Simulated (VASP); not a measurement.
Set up this calculation in VASP 6.6.1, as the native input.

* Task: single point
* Functional: PBE
* Potentials or basis: VASP PAW PBE potentials, release 64 (Si, Ge_d)
* Cutoff: 520 eV
* k mesh: 18 × 18 × 4
* Occupations: gaussian, width 0.1 eV
* Spin: no spin polarisation
* Dipole correction: no
* Further INCAR settings: ALGO = Normal; EDIFF = 1e-07; NBANDS = 31

The structure of SiGe3 lies in POSCAR:

```
SiGe3
1.0
    2.8290619087      0.0000000000      0.0000000000
   -1.4145309544      2.4500394818      0.0000000000
    0.0000000000      0.0000000000     10.5411654996
Si Ge
1 3
Direct
    0.0000000000      0.0000000000      0.5000000000
    0.0000000000      0.0000000000      0.7436572834
    0.0000000000      0.0000000000      0.0000000000
    0.0000000000      0.0000000000      0.2563427166
```

One way to write it, as run:

INCAR

```
  PREC = Accurate
  ENCUT = 520
  EDIFF = 1E-7
  ISMEAR = 0
  SIGMA = 0.1
  LREAL = False
  LASPH = True
  NELM = 100
  ALGO = Normal
  ISIF = 2
  LWAVE = False
  LCHARG = False
  GGA = PE
  NBANDS = 31
```

KPOINTS

```
regular mesh
0
Gamma
  18 18 4
```

Potentials or basis: VASP PAW PBE potentials, release 64 (Si, Ge_d).

The run is started by

```console
$ cat potpaw_PBE.64/Si/POTCAR potpaw_PBE.64/Ge_d/POTCAR > POTCAR
$ mpirun -np 1 vasp_std > vasp.out
```

It gave:

```
Pressure               : 0.0 GPa
Largest force          : 0.003 eV/Å
Band gap on the k mesh : zero (bands 23 and 24 overlap by 9.49 eV)
```

Run time: 3.2 min on 1 thread of Intel(R) Xeon(R) Platinum 8259CL CPU @ 2.50GHz (Skylake/Cascade Lake) (shared host), peak memory 0.34 GiB.
